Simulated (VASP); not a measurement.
## CdTe (CsCl type): relaxation of cell and atoms with PBEsol

Crystal: CdTe (CsCl type).

```
Cd Te
1.0
     3.34650    0.00000    0.00000
     0.00000    3.34650    0.00000
     0.00000    0.00000    3.34650
Cd Te
1 1
Direct
  0.00000 0.00000 0.00000
  0.50000 0.50000 0.50000
```

- Program: VASP 6.6.1
- Task: relaxation of cell and atoms
- Functional: PBEsol
- Potentials or basis: VASP PAW PBE potentials, release 64 (Cd, Te)
- Cutoff: 600 eV
- k mesh: 13 × 13 × 13
- Occupations: fermi-dirac, width 0.05 eV
- Spin: no spin polarisation
- Dipole correction: no
- Further INCAR settings: ALGO = Normal; EDIFF = 1e-06; IBRION = 2; EDIFFG = -0.005; NSW = 60; ISIF = 3

* Relaxed volume: 25.45 Å³/atom
* Relaxed cell: a = 3.706 Å, b = 3.706 Å, c = 3.706 Å, α = 90.00°, β = 90.00°, γ = 90.00°
* Space group after relaxing (to 0.05 Å): Pm-3m (No. 221)
* Energy gained by relaxing: 562.6 meV/atom
* Ionic steps: 19
* Pressure after relaxing: 0.0 GPa
* Band gap on the k mesh: zero (band 9 reaches 5.80 eV, above the bottom of band 10 at 4.23 eV)

Step by step:
| step | energy change (eV) | largest force (eV/Å) | pressure (GPa) | volume (Å³) |
| --- | --- | --- | --- | --- |
| 1 | 0.0000 | 0.0000 | 36.38 | 37.48 |
| 2 | -0.6684 | 0.0000 | -7.70 | 65.62 |
| 3 | -1.1252 | 0.0000 | -0.08 | 50.96 |
| 4 | -1.1251 | 0.0000 | 0.21 | 50.66 |
| 5 | -1.1251 | 0.0000 | 0.24 | 50.66 |
| 6 | -1.1251 | 0.0000 | 0.23 | 50.67 |
| 7 | -1.1251 | 0.0000 | 0.23 | 50.67 |
| 8 | -1.1251 | 0.0000 | 0.23 | 50.67 |
| 9 | -1.1251 | 0.0000 | 0.23 | 50.67 |
| 10 | -1.1251 | 0.0000 | 0.23 | 50.67 |
| 11 | -1.1251 | 0.0000 | 0.23 | 50.67 |
| 12 | -1.1251 | 0.0000 | 0.23 | 50.67 |
| 13 | -1.1251 | 0.0000 | 0.24 | 50.67 |
| 14 | -1.1251 | 0.0000 | 0.24 | 50.67 |
| 15 | -1.1251 | 0.0000 | 0.22 | 50.68 |
| 16 | -1.1251 | 0.0000 | 0.20 | 50.69 |
| 17 | -1.1251 | 0.0000 | 0.16 | 50.72 |
| 18 | -1.1252 | 0.0000 | 0.10 | 50.78 |
| 19 | -1.1252 | 0.0000 | -0.01 | 50.89 |

Final structure:
```
CELL_PARAMETERS angstrom
3.70585 0.00000 0.00000
0.00000 3.70585 0.00000
0.00000 0.00000 3.70585
ATOMIC_POSITIONS crystal
Cd 0.00000 0.00000 0.00000
Te 0.50000 0.50000 0.50000
```

Levels at points of the mesh, in eV from the Fermi level:
```tsv
k point	band 7	band 8	band 9	band 10	band 11	band 12
(0.00, 0.00, 0.00)	-1.06	-1.06	-1.06	-1.01	4.83	4.83
```

It took 110 s on 1 thread of Intel(R) Xeon(R) 6975P-C (Granite Rapids) (shared host), peak memory 0.21 GiB.

Caveat: the volume moved by over 15 % at a fixed basis, so the end points are rough; the PAW data sets were made with another functional, which shifts forces and pressure a little; spin-orbit coupling is left out, which moves the levels of the heavy elements.
